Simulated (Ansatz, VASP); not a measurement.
## One calculation of AlH5, two programs

```
Al H
1.0
     3.78429    0.00000    0.00000
     0.00000    3.78429    0.00000
     0.00000    0.00000    3.78429
Al H
1 5
Direct
  0.00000 0.00000 0.00000
  0.33056 0.33056 0.33056
  0.66944 0.66944 0.33056
  0.66944 0.33056 0.66944
  0.33056 0.66944 0.66944
  0.50000 0.50000 0.50000
```

Alike in both runs: task single point; functional PBE; k mesh 4 × 4 × 4; occupations gaussian, width 0.1 eV; no spin polarisation.

```csv
,VASP,Ansatz
version,VASP 6.6.1,Ansatz 0.2.0
potentials or method,"VASP PAW PBE potentials, release 64 (Al, H), cutoff 500 eV","scalar-relativistic, plane waves, PAW"
valence electrons in the cell,8,8
```

|  | VASP | Ansatz | Ansatz less VASP |
| --- | --- | --- | --- |
| gap on the k mesh at the Fermi level (eV) | none | none | - |
| pressure (GPa) | -10.3 | -10.1 | +0.21 |
| rms of the force components (eV/Å) | 1.126 | 1.127 | +0.0012 |

Atom by atom the forces differ by 0.001 eV/Å (rms over components). A gap of «none» marks a metal or a gap that the smearing closes.

The k mesh is coarse, so the values compare programs but aren't converged.
